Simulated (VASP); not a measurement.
Here is a VASP 6.6.1 calculation.

INCAR

```
ALGO = Normal ; EDIFF = 1E-7
ENCUT = 520 ; GGA = PE
ISIF = 2 ; ISMEAR = -1
ISPIN = 2 ; LASPH = True
LCHARG = False ; LORBIT = 11
LREAL = Auto ; LWAVE = False
MAGMOM = 0.01 0.01 0.01 0.01 0.01 0.01 0.01 0.01 0.01 0.01 0.01 0.01 0.01 0.01 0.01 0.01 0.01 0.01 0.01 0.01 0.01 0.01 0.01 0.01 0.01 0.01 0.01 0.01 0.01 0.01 0.01 0.01 0.01 0.01 0.01 0.01 0.01 0.01 0.01 0.01 0 ; NBANDS = 206
NELM = 150 ; NUPDOWN = 1.0
PREC = Accurate ; SIGMA = 0.01
```

KPOINTS

```
k-points
0
Gamma
  1 1 1
```

Contents of POSCAR:

```
Ga16HO24
1.0
    2.5289754500      1.4601046700      4.5413080100
   -5.0579508900      2.9202093400      9.0826160100
    0.0000000000     -5.8404185800      9.0826160400
Ga O H
16 24 1
Direct
    0.8267949789      0.4505140123      0.4269202098
    0.6785175706      0.3262011985      0.3151924125
    0.1448322295      0.0670116543      0.0748484396
    0.3689111558      0.1722493376      0.1690401035
    0.8618690193      0.4274803152      0.9269989339
    0.6543344850      0.3214732687      0.8182945980
    0.1392799836      0.0609857687      0.5785509994
    0.3695981523      0.1673803727      0.6907329847
    0.8593220444      0.9316873540      0.4254466678
    0.6440520910      0.8257127548      0.3215599877
    0.1550724879      0.5713160756      0.0690464767
    0.3616606023      0.6780530566      0.1767688491
    0.8608125629      0.9267573868      0.9277712917
    0.6495478089      0.8195979667      0.8189514045
    0.1351243589      0.5721883987      0.5751688482
    0.3593006112      0.6739504957      0.6806187747
    0.7594637361      0.2125434388      0.0319908237
    0.4483685357      0.0243042763      0.3786081257
    0.0758311148      0.3670768612      0.2217518232
    0.2616929715      0.2948896223      0.4306287975
    0.9531407319      0.1310351490      0.2679843767
    0.5622035585      0.4793738714      0.1188762618
    0.7487418850      0.2185603646      0.5323837161
    0.4564182200      0.0153748426      0.8834049747
    0.0608850608      0.3670406631      0.7222732214
    0.2603155673      0.2835257122      0.9589288555
    0.9603234144      0.1295645398      0.7643722067
    0.5491667550      0.4799489285      0.6227058605
    0.7578167590      0.7124455393      0.0353410485
    0.4497182190      0.5212805940      0.3798506643
    0.0535987345      0.8692928868      0.2296993099
    0.2515881684      0.7861118362      0.4635543281
    0.9494126874      0.6337230290      0.2681718607
    0.5566045925      0.9772824434      0.1193519817
    0.7475701816      0.7155076389      0.5354609671
    0.4586682786      0.5185139132      0.8785039569
    0.0518583564      0.8661890715      0.7307537730
    0.2557615088      0.7847693379      0.9627902950
    0.9528051532      0.6275760444      0.7697142279
    0.5508001276      0.9826883256      0.6181352282
    0.2835011329      0.2805158357      0.3409334639
```

Potentials or basis: VASP PAW PBE potentials, release 64 (Ga_d, O, H).

Run with:

```bash
$ cat potpaw_PBE.64/Ga_d/POTCAR potpaw_PBE.64/O/POTCAR potpaw_PBE.64/H/POTCAR > POTCAR
$ mpirun -np 1 vasp_gam > vasp.out
```

What does it give for the largest force?

0.122 eV/Å.

Estimate the pressure.

6.6 GPa.

Forces in eV/Å, atoms in the order of the input:
```
Ga   0.008 -0.017  0.008
Ga  -0.005 -0.010 -0.007
Ga  -0.001  0.013 -0.009
Ga  -0.004  0.002  0.017
Ga   0.009  0.003  0.004
Ga   0.000 -0.006 -0.011
Ga  -0.007  0.017  0.010
Ga  -0.015  0.019 -0.011
Ga   0.010 -0.008  0.004
Ga   0.001 -0.005 -0.009
Ga  -0.007  0.003 -0.008
Ga  -0.005  0.007  0.009
Ga   0.010 -0.004  0.011
Ga   0.007 -0.010 -0.010
Ga  -0.004  0.011 -0.008
Ga  -0.006  0.004  0.010
O   -0.001  0.000  0.004
O    0.001 -0.005  0.006
O    0.009 -0.004  0.023
O    0.007 -0.067  0.080
O   -0.019 -0.004 -0.004
O   -0.003 -0.006  0.004
O   -0.003  0.013  0.012
O    0.006 -0.012  0.001
O    0.005 -0.005  0.003
O   -0.004  0.000 -0.004
O   -0.006  0.002  0.000
O   -0.010  0.001 -0.001
O   -0.003  0.000 -0.005
O   -0.007 -0.007 -0.013
O    0.006 -0.010 -0.003
O   -0.006  0.004 -0.004
O   -0.002  0.015  0.001
O   -0.001  0.008 -0.006
O    0.002 -0.001  0.005
O    0.009 -0.006 -0.005
O    0.005 -0.002 -0.001
O   -0.005 -0.001  0.003
O   -0.004  0.003  0.001
O    0.000  0.005  0.004
H    0.031  0.063 -0.100
```

Caveat: the k points lie up to 1.17 Å⁻¹ apart, too coarse for converged energies, forces and pressures; the total moment is fixed, so each spin has its own Fermi level and the state may be an excited one.
